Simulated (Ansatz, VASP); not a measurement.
## Sc in VASP and in Ansatz

POSCAR

```
Sc
1.0
    0.0000000000      2.2705000000      2.2705000000
    2.3045575000      0.0000000000      2.2705000000
    2.3045575000      2.2705000000      0.0000000000
Sc
1
Direct
    0.0000000000      0.0000000000      0.0000000000
```

File INCAR.step1:

```
SYSTEM = Sc
  PREC = Accurate
  ENCUT = 520
  ISMEAR = 0
  SIGMA = 0.15
  LREAL = .FALSE.
  LASPH = .TRUE.
  NELM = 100
  NBANDS = 12
  GGA = PE
  ALGO = Normal
  EDIFF = 1E-4
  LWAVE = .TRUE.
  LCHARG = .FALSE.
```

File INCAR.step2:

```
SYSTEM = Sc
  PREC = Accurate
  ENCUT = 520
  EDIFF = 1E-7
  ISMEAR = 0
  SIGMA = 0.15
  LREAL = .FALSE.
  LASPH = .TRUE.
  NELM = 100
  ALGO = Normal
  ISIF = 2
  LWAVE = .FALSE.
  LCHARG = .FALSE.
  METAGGA = R2SCAN
  LMIXTAU = .TRUE.
  NBANDS = 12
  ISTART = 1
```

KPOINTS

```
Automatic mesh
0
G
  18 18 18
  0 0 0
```

Input for Ansatz:

```yaml
crystal:
  lattice:
    - [0.0, 2.2705, 2.2705]
    - [2.3045575, 0.0, 2.2705]
    - [2.3045575, 2.2705, 0.0]
  atoms:
    - { symbol: Sc, position: [0.0, 0.0, 0.0] }
basis:
  ecutwfc: 500
kpoints:
  mp_grid: { grid: [18, 18, 18] }
hamiltonian:
  xc: r2scan
scf:
  occupations: { method: gaussian, width: 0.15 }
output:
  forces: true
  stress: true
  eigenvalues: true
```

Change from the starting cell: strain +0.0150 x Voigt [1, 0, 0, 0, 0, 0], atoms carried along.

Alike in both runs: task single point; functional r2SCAN; k mesh 18 × 18 × 18; occupations gaussian, width 0.15 eV; no spin polarisation.

```csv
,VASP,Ansatz
version,VASP 6.6.1,Ansatz 0.2.0
potentials or method,"VASP PAW PBE potentials, release 64 (Sc_sv), cutoff 520 eV","scalar-relativistic, plane waves, PAW"
valence electrons in the cell,11,11
```

Ansatz gave:

* gap on the k mesh at the Fermi level (eV): none
* pressure (GPa): 3.1
* traceless stress, the component that is largest in VASP (GPa): -0.15

Estimate VASP's values.

gap on the k mesh at the Fermi level (eV): none; pressure (GPa): 3.4; traceless stress, the component that is largest in VASP (GPa): -0.15.

VASP's potentials were made for PBE, not for r2SCAN. A gap of «none» marks a metal or a gap that the smearing closes.
